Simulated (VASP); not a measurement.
# AgO2 (fluorite type) (Fm-3m) in VASP: a series of runs

The runs below take AgO2 (fluorite type) through single point, with r2SCAN.

Program: VASP 6.6.1. These are calculated values, not measurements. Logs are shortened: lines on timing, memory, paths and dates and some standing lists are left out, and cuts for length are marked.

### Step 1. The cell of the first run

The structure is cubic, space group Fm-3m (No. 225). Conventional cell: a = 5.074 Å, b = 5.074 Å, c = 5.074 Å, α = 90.00°, β = 90.00°, γ = 90.00°. Ag (site symmetry m-3m) has 8 O at 2.20 Å within 2.9 Å. O (site symmetry -43m) has 4 Ag at 2.20 Å and 6 O at 2.54 Å within 2.9 Å.

### Step 2. Single point, r2SCAN

File POSCAR:

```
AgO2
1.0
    0.0000000000      2.5371936143      2.5371936143
    2.5371936143      0.0000000000      2.5371936143
    2.5371936143      2.5371936143      0.0000000000
Ag O
1 2
Direct
    0.0000000000      0.0000000000      0.0000000000
    0.2500000000      0.2500000000      0.2500000000
    0.7500000000      0.7500000000      0.7500000000
```

File INCAR.step1:

```
  PREC = Accurate
  ENCUT = 520
  ISMEAR = -1
  SIGMA = 0.1
  LREAL = False
  LASPH = True
  NELM = 100
  NBANDS = 18
  GGA = PE
  ALGO = Normal
  EDIFF = 1E-4
  LWAVE = True
  LCHARG = False
```

File INCAR.step2:

```
  PREC = Accurate
  ENCUT = 520
  EDIFF = 1E-6
  ISMEAR = -1
  SIGMA = 0.1
  LREAL = False
  LASPH = True
  NELM = 100
  ALGO = Normal
  ISIF = 2
  LWAVE = False
  LCHARG = True
  METAGGA = R2SCAN
  LMIXTAU = True
  LELF = True
  LVHAR = True
  NBANDS = 18
  ISTART = 1
```

File KPOINTS:

```
Automatic mesh
0
Gamma
  11 11 11
```

Potentials or basis: VASP PAW PBE potentials, release 64 (Ag, O).

Started as:

```sh
$ cat potpaw_PBE.64/Ag/POTCAR potpaw_PBE.64/O/POTCAR > POTCAR
$ cp INCAR.step1 INCAR
$ mpirun -np 1 vasp_std > vasp.out
$ cp INCAR.step2 INCAR
$ mpirun -np 1 vasp_std > vasp.out
```

OUTCAR:

```text
PREC = Accurate
   ENCUT = 520
   EDIFF = 1E-6
   ISMEAR = -1
   LREAL = False
   LASPH = True
   NELM = 100
   ISIF = 2
   METAGGA = R2SCAN
   ISTART = 1

 ion  position               nearest neighbor table
   1  0.000  0.000  0.000-   2 2.20   3 2.20   3 2.20   3 2.20   3 2.20   2 2.20   2 2.20   2 2.20

   2  0.250  0.250  0.250-   1 2.20   1 2.20   1 2.20   1 2.20
   3  0.750  0.750  0.750-   1 2.20   1 2.20   1 2.20   1 2.20

  LATTYP: Found a face centered cubic cell.
 ALAT       =     5.0743872286

  Lattice vectors:

 A1 = (   0.0000000000,   2.5371936143,   2.5371936143)
 A2 = (   2.5371936143,   0.0000000000,   2.5371936143)
 A3 = (   2.5371936143,   2.5371936143,   0.0000000000)

Analysis of symmetry for initial positions (statically):
=====================================================================
 Subroutine PRICEL returns:
 Original cell was already a primitive cell.

 Routine SETGRP: Setting up the symmetry group for a
 face centered cubic supercell.

 Subroutine GETGRP returns: Found 48 space group operations
 (whereof 48 operations were pure point group operations)
 out of a pool of 48 trial point group operations.

The static configuration has the point symmetry O_h .

Analysis of symmetry for dynamics (positions and initial velocities):
=====================================================================
 Subroutine PRICEL returns:
 Original cell was already a primitive cell.

 Routine SETGRP: Setting up the symmetry group for a
 face centered cubic supercell.

 Subroutine GETGRP returns: Found 48 space group operations
 (whereof 48 operations were pure point group operations)
 out of a pool of 48 trial point group operations.

The dynamic configuration has the point symmetry O_h .

 Subroutine INISYM returns: Found 48 space group operations
 (whereof 48 operations are pure point group operations),
 and found     1 'primitive' translations

----------------------------------------------------------------------------------------

                                     Primitive cell

  volume of cell :      32.6656

  direct lattice vectors                    reciprocal lattice vectors
     0.000000000  2.537193614  2.537193614    -0.197068130  0.197068130  0.197068130
     2.537193614  0.000000000  2.537193614     0.197068130 -0.197068130  0.197068130
[... 83 lines left out ...]
   LSORBIT =      F    spin-orbit coupling
   LASPH  =      T    aspherical Exc in radial PAW
   ENCUT  =  520.0 eV  38.22 Ry    6.18 a.u.   6.67  6.67  6.67*2*pi/ulx,y,z
   NELM   =    100;   NELMIN=  2; NELMDL=  0     # of ELM steps
   EDIFF  = 0.1E-05   stopping-criterion for ELM
   LREAL  =      F    real-space projection
   EDIFFG = 0.1E-04   stopping-criterion for IOM
   NSW    =      0    number of steps for IOM
   IBRION =     -1    ionic relax: 0-MD 1-quasi-New 2-CG
   NFREE  =      0    steps in history (QN), initial steepest desc. (CG)
   ISIF   =      2    stress and relaxation
   ISYM   =      2    0-nonsym 1-usesym 2-fastsym
   POTIM  = 0.5000    time-step for ionic-motion
   TEBEG  =    0.0;   TEEND  =   0.0 temperature during run
   PSTRESS=    0.0 pullay stress
   NELECT =      23.0000    total number of electrons
   NUPDOWN=      -1.0000    fix difference up-down
   EMIN   =  10.00;   EMAX   =-10.00  energy-range for DOS
   EFERMI =   0.00;   METHOD = LEGACY
   ISMEAR =    -1;   SIGMA  =   0.10  broadening in eV -4-tet -1-fermi 0-gaus
   EFERMI_NEDOS =   21; number of points for ismear=-14 and -15
   IALGO  =     38    algorithm
   IMIX   =      4    mixing-type and parameters
     AMIX     =   0.40;   BMIX     =  1.00
     AMIX_MAG =   1.60;   BMIX_MAG =  1.00
  volume/ion in A,a.u.               =      10.89        73.48
  Fermi-wavevector in a.u.,A,eV,Ry     =   1.456422  2.752238 28.860194  2.121164
  Thomas-Fermi vector in A             =   2.573342
   LORBIT       =      0    0 simple, 1 ext, 2 COOP (PROOUT), +10 PAW based schemes
   METAGGA = R2SCAN    functional components
   LHFCALC =     F    Hartree Fock is set to
   AEXX    =    0.0000 exact exchange contribution
   IVDW    =     0    specifies the selected vdW correction
   LEPSILON=     F    determine dielectric tensor
   LRPA    =     F    only Hartree local field effects (RPA)
 non-spin polarized calculation
  energy-cutoff  :      520.00
  volume of cell :       32.67
 maximum number of plane-waves:       903
   NGX = 13   NGY = 13   NGZ = 13

 number of electron      22.9999991 magnetization

 Free energy of the ion-electron system (eV)
  ---------------------------------------------------
  ext. energy  EPLUGINS =         0.00000000
  ---------------------------------------------------
  free energy    TOTEN  =       -31.75386272 eV

  energy without entropy =      -31.61929477  energy(sigma->0) =      -31.68657875

 E-fermi :   4.9327     XC(G=0): -12.5445

 val. band max:        4.9161845678   @ k =  -0.2727   0.1818   0.0000
 cond. band min:       4.9357353669   @ k =   0.4545   0.3636   0.0909
 fundamental gap:      0.0195507991
 Fermi energy:         4.9326531856

 k-point     1 :       0.0000    0.0000    0.0000
  band No.  band energies     occupation
      1     -15.3698      2.00000
      2     -12.4594      2.00000
      3      -2.3073      2.00000
      4      -2.3073      2.00000
      5      -2.3073      2.00000
      6       0.4931      2.00000
[... 481 lines left out ...]
      5      -0.5621      2.00000
      6      -0.0381      2.00000
[... 10 lines left out ...]
     17      19.6488      0.00000
     18      24.1947      0.00000

 [... further k-points ...]

------------------------ aborting loop because EDIFF is reached ----------------------------------------

  FORCE on cell =-STRESS in cart. coord.  units (eV):
  Direction    XX          YY          ZZ          XY          YZ          ZX
  --------------------------------------------------------------------------------------
  -------------------------------------------------------------------------------------
  Total        0.6411409      0.6411409      0.6411409     -0.0000000      0.0000000     -0.0000000
  in kB       31.4465670     31.4465670     31.4465670     -0.0000000      0.0000000     -0.0000000
  external PRESSURE =      31.4465670 kB  Pullay stress =       0.0000000 kB

 VOLUME and BASIS-vectors are now :
 -----------------------------------------------------------------------------
  energy-cutoff  :      520.00
  volume of cell :       32.67
      direct lattice vectors                 reciprocal lattice vectors
     0.000000000  2.537193614  2.537193614    -0.197068130  0.197068130  0.197068130
     2.537193614  0.000000000  2.537193614     0.197068130 -0.197068130  0.197068130
     2.537193614  2.537193614  0.000000000     0.197068130  0.197068130 -0.197068130

 POSITION                                       TOTAL-FORCE (eV/Angst)
 -----------------------------------------------------------------------------------
      0.00000      0.00000      0.00000        -0.000000     -0.000000     -0.000000
      1.26860      1.26860      1.26860        -0.000000     -0.000000     -0.000000
      3.80579      3.80579      3.80579         0.000000      0.000000      0.000000
 -----------------------------------------------------------------------------------
    total drift:                                0.000000     -0.000000      0.000000

  FREE ENERGIE OF THE ION-ELECTRON SYSTEM (eV)
  ---------------------------------------------------
  free  energy   TOTEN  =       -31.7538627196 eV

  energy  without entropy=      -31.6192947718  energy(sigma->0) =      -31.68657875
```

OUTCAR.step1:

```text
PREC = Accurate
   ENCUT = 520
   ISMEAR = -1
   LREAL = False
   LASPH = True
   NELM = 100
[... 727 lines left out ...]
      0.00000      0.00000      0.00000         0.000000     -0.000000      0.000000
      1.26860      1.26860      1.26860        -0.000000     -0.000000     -0.000000
      3.80579      3.80579      3.80579         0.000000      0.000000     -0.000000
 -----------------------------------------------------------------------------------
    total drift:                                0.000000     -0.000000      0.000000

  FREE ENERGIE OF THE ION-ELECTRON SYSTEM (eV)
  ---------------------------------------------------
  free  energy   TOTEN  =       -11.0849083602 eV

  energy  without entropy=      -10.9469855283  energy(sigma->0) =      -11.01594694
```

It took 2.2 min on 1 thread of Intel Xeon Platinum 8488C (Sapphire Rapids), shared host; peak memory 0.18 GiB.

What came out:

```yaml
Free_energy: -31.7539 eV
Pressure: 3.1 GPa
Band_gap_on_the_k_mesh: zero (an odd number of electrons rules out a gap without spin polarisation)
```

Levels at points of the mesh, in eV from the Fermi level:
| k point | band 9 | band 10 | band 11 | band 12 | band 13 | band 14 |
| --- | --- | --- | --- | --- | --- | --- |
| (0.00, 0.00, 0.00) | -1.45 | -1.45 | 0.36 | 0.36 | 0.36 | 5.36 |

Caveat: the cell stands under pressure; the PAW data sets were made with another functional, which shifts forces and pressure a little; an odd number of electrons without spin polarisation forces a metal; a magnetic or distorted state may lie lower.

### Step 3. Single point, r2SCAN

This run uses another cell than the first one, of 11.23 Å³/atom.

File POSCAR:

```
AgO2
1.0
    0.0000000000      2.5636246166      2.5636246166
    2.5636246166      0.0000000000      2.5636246166
    2.5636246166      2.5636246166      0.0000000000
Ag O
1 2
Direct
    0.0000000000      0.0000000000      0.0000000000
    0.2500000000      0.2500000000      0.2500000000
    0.7500000000      0.7500000000      0.7500000000
```

File INCAR.step1:

```
SYSTEM = AgO2
PREC = Accurate ; ENCUT = 520
ISMEAR = -1 ; SIGMA = 0.1
LREAL = .False. ; LASPH = .True.
NELM = 100 ; NBANDS = 18
GGA = PE ; ALGO = Normal
EDIFF = 1E-4 ; LWAVE = .True.
LCHARG = .False.
```

File INCAR.step2:

```
SYSTEM = AgO2
PREC = Accurate ; ENCUT = 520
EDIFF = 1E-7 ; ISMEAR = -1
SIGMA = 0.1 ; LREAL = .False.
LASPH = .True. ; NELM = 100
ALGO = Normal ; ISIF = 2
LWAVE = .False. ; LCHARG = .False.
METAGGA = R2SCAN ; LMIXTAU = .True.
NBANDS = 18 ; ISTART = 1
```

File KPOINTS:

```
regular mesh
0
Gamma
  11 11 11
  0 0 0
```

Potentials or basis: VASP PAW PBE potentials, release 64 (Ag, O).

Started as:

```sh
$ cat potpaw_PBE.64/Ag/POTCAR potpaw_PBE.64/O/POTCAR > POTCAR
$ cp INCAR.step1 INCAR
$ mpirun -np 1 vasp_std > vasp.out
$ cp INCAR.step2 INCAR
$ mpirun -np 1 vasp_std > vasp.out
```

It took 2.9 min on 1 thread of Intel Xeon Platinum 8488C (Sapphire Rapids), shared host; peak memory 0.18 GiB.

Results (log left out):

| Property | Result |
| --- | --- |
| Free energy | -31.7581 eV |
| Pressure | -2.1 GPa |
| Band gap on the k mesh | zero (an odd number of electrons rules out a gap without spin polarisation) |

Levels at points of the mesh, in eV from the Fermi level:
| k point | band 9 | band 10 | band 11 | band 12 | band 13 | band 14 |
| --- | --- | --- | --- | --- | --- | --- |
| (0.00, 0.00, 0.00) | -1.35 | -1.35 | 0.33 | 0.33 | 0.33 | 5.20 |

Caveat: the PAW data sets were made with another functional, which shifts forces and pressure a little; an odd number of electrons without spin polarisation forces a metal; a magnetic or distorted state may lie lower.

### Step 4. Single point, r2SCAN

This run uses another cell than the first one, of 11.23 Å³/atom.

POSCAR is that of step 3.

File INCAR.step1:

```
PREC = Accurate ; ENCUT = 520
ISMEAR = -1 ; SIGMA = 0.1
LREAL = F ; LASPH = T
NELM = 80 ; NBANDS = 18
GGA = PE ; ALGO = Normal
EDIFF = 1E-4 ; LWAVE = T
LCHARG = F
```

File INCAR.step2:

```
PREC = Accurate ; ENCUT = 520
EDIFF = 1E-7 ; ISMEAR = -1
SIGMA = 0.1 ; LREAL = F
LASPH = T ; NELM = 80
ALGO = Normal ; ISIF = 2
LWAVE = F ; LCHARG = F
METAGGA = R2SCAN ; LMIXTAU = T
NBANDS = 18 ; ISTART = 1
```

File KPOINTS:

```
Automatic mesh
0
Gamma
  11 11 11
```

Potentials or basis: VASP PAW PBE potentials, release 64 (Ag, O).

Started as:

```sh
$ cat potpaw_PBE.64/Ag/POTCAR potpaw_PBE.64/O/POTCAR > POTCAR
$ cp INCAR.step1 INCAR
$ mpirun -np 1 vasp_std > vasp.out
$ cp INCAR.step2 INCAR
$ mpirun -np 1 vasp_std > vasp.out
```

OUTCAR:

```text
PREC = Accurate
   ENCUT = 520
   EDIFF = 1E-7
   ISMEAR = -1
   LREAL = F
   LASPH = T
   NELM = 80
   ISIF = 2
   METAGGA = R2SCAN
   ISTART = 1

 ion  position               nearest neighbor table
   1  0.000  0.000  0.000-   3 2.22   3 2.22   2 2.22   2 2.22   3 2.22   2 2.22   3 2.22   2 2.22

   2  0.250  0.250  0.250-   1 2.22   1 2.22   1 2.22   1 2.22
   3  0.750  0.750  0.750-   1 2.22   1 2.22   1 2.22   1 2.22

  LATTYP: Found a face centered cubic cell.
 ALAT       =     5.1272492332

  Lattice vectors:

 A1 = (   0.0000000000,   2.5636246166,   2.5636246166)
 A2 = (   2.5636246166,   0.0000000000,   2.5636246166)
 A3 = (   2.5636246166,   2.5636246166,   0.0000000000)

Analysis of symmetry for initial positions (statically):
=====================================================================
 Subroutine PRICEL returns:
 Original cell was already a primitive cell.

 Routine SETGRP: Setting up the symmetry group for a
 face centered cubic supercell.

 Subroutine GETGRP returns: Found 48 space group operations
 (whereof 48 operations were pure point group operations)
 out of a pool of 48 trial point group operations.

The static configuration has the point symmetry O_h .

Analysis of symmetry for dynamics (positions and initial velocities):
=====================================================================
 Subroutine PRICEL returns:
 Original cell was already a primitive cell.

 Routine SETGRP: Setting up the symmetry group for a
 face centered cubic supercell.

 Subroutine GETGRP returns: Found 48 space group operations
 (whereof 48 operations were pure point group operations)
 out of a pool of 48 trial point group operations.

The dynamic configuration has the point symmetry O_h .

[... 113 lines left out ...]
   EMIN   =  10.00;   EMAX   =-10.00  energy-range for DOS
   EFERMI =   0.00;   METHOD = LEGACY
   ISMEAR =    -1;   SIGMA  =   0.10  broadening in eV -4-tet -1-fermi 0-gaus
   EFERMI_NEDOS =   21; number of points for ismear=-14 and -15
   IALGO  =     38    algorithm
   IMIX   =      4    mixing-type and parameters
     AMIX     =   0.40;   BMIX     =  1.00
     AMIX_MAG =   1.60;   BMIX_MAG =  1.00
  volume/ion in A,a.u.               =      11.23        75.80
  Fermi-wavevector in a.u.,A,eV,Ry     =   1.441406  2.723862 28.268164  2.077651
  Thomas-Fermi vector in A             =   2.560042
   LORBIT       =      0    0 simple, 1 ext, 2 COOP (PROOUT), +10 PAW based schemes
   METAGGA = R2SCAN    functional components
   LHFCALC =     F    Hartree Fock is set to
   AEXX    =    0.0000 exact exchange contribution
   IVDW    =     0    specifies the selected vdW correction
   LEPSILON=     F    determine dielectric tensor
   LRPA    =     F    only Hartree local field effects (RPA)
 non-spin polarized calculation
  energy-cutoff  :      520.00
  volume of cell :       33.70
 maximum number of plane-waves:       926
   NGX = 13   NGY = 13   NGZ = 13

 number of electron      22.9999995 magnetization

 Free energy of the ion-electron system (eV)
  ---------------------------------------------------
  ext. energy  EPLUGINS =         0.00000000
  ---------------------------------------------------
  free energy    TOTEN  =       -31.75814633 eV

  energy without entropy =      -31.61622056  energy(sigma->0) =      -31.68718345

 E-fermi :   4.4737     XC(G=0): -12.3473

 val. band max:        4.4663990089   @ k =  -0.2727   0.1818   0.0000
 cond. band min:       4.4750467034   @ k =   0.2727   0.2727   0.0000
 fundamental gap:      0.0086476945
 Fermi energy:         4.4736596826

 k-point     1 :       0.0000    0.0000    0.0000
  band No.  band energies     occupation
      1     -15.5517      2.00000
      2     -12.8272      2.00000
      3      -2.4698      2.00000
      4      -2.4698      2.00000
      5      -2.4698      2.00000
      6       0.1879      2.00000
[... 481 lines left out ...]
      5      -0.8240      2.00000
      6      -0.3035      2.00000
[... 10 lines left out ...]
     17      19.0547      0.00000
     18      23.4985      0.00000

 [... further k-points ...]

------------------------ aborting loop because EDIFF is reached ----------------------------------------

  FORCE on cell =-STRESS in cart. coord.  units (eV):
  Direction    XX          YY          ZZ          XY          YZ          ZX
  --------------------------------------------------------------------------------------
  -------------------------------------------------------------------------------------
  Total       -0.4447866     -0.4447866     -0.4447866     -0.0000000     -0.0000000      0.0000000
  in kB      -21.1479855    -21.1479855    -21.1479855     -0.0000000     -0.0000000      0.0000000
  external PRESSURE =     -21.1479855 kB  Pullay stress =       0.0000000 kB

 VOLUME and BASIS-vectors are now :
 -----------------------------------------------------------------------------
  energy-cutoff  :      520.00
  volume of cell :       33.70
      direct lattice vectors                 reciprocal lattice vectors
     0.000000000  2.563624617  2.563624617    -0.195036355  0.195036355  0.195036355
     2.563624617  0.000000000  2.563624617     0.195036355 -0.195036355  0.195036355
     2.563624617  2.563624617  0.000000000     0.195036355  0.195036355 -0.195036355

 POSITION                                       TOTAL-FORCE (eV/Angst)
 -----------------------------------------------------------------------------------
      0.00000      0.00000      0.00000        -0.000000      0.000000     -0.000000
      1.28181      1.28181      1.28181         0.000000     -0.000000      0.000000
      3.84544      3.84544      3.84544        -0.000000      0.000000     -0.000000
 -----------------------------------------------------------------------------------
    total drift:                                0.000000      0.000000      0.000000

  FREE ENERGIE OF THE ION-ELECTRON SYSTEM (eV)
  ---------------------------------------------------
  free  energy   TOTEN  =       -31.7581463345 eV

  energy  without entropy=      -31.6162205581  energy(sigma->0) =      -31.68718345
```

OUTCAR.step1:

```text
PREC = Accurate
   ENCUT = 520
   ISMEAR = -1
   LREAL = F
   LASPH = T
[... 728 lines left out ...]
      0.00000      0.00000      0.00000         0.000000      0.000000     -0.000000
      1.28181      1.28181      1.28181        -0.000000     -0.000000     -0.000000
      3.84544      3.84544      3.84544         0.000000      0.000000      0.000000
 -----------------------------------------------------------------------------------
    total drift:                                0.000000      0.000000      0.000000

  FREE ENERGIE OF THE ION-ELECTRON SYSTEM (eV)
  ---------------------------------------------------
  free  energy   TOTEN  =       -11.1247900672 eV

  energy  without entropy=      -10.9797146219  energy(sigma->0) =      -11.05225234
```

Wall time 3 min (1 thread of Intel Xeon Platinum 8488C (Sapphire Rapids), shared host); peak memory 0.18 GiB.

Results:

```
Free energy            : -31.7581 eV
Pressure               : -2.1 GPa
Band gap on the k mesh : zero (an odd number of electrons rules out a gap without spin polarisation)
```

Caveat: the PAW data sets were made with another functional, which shifts forces and pressure a little; an odd number of electrons without spin polarisation forces a metal; a magnetic or distorted state may lie lower.
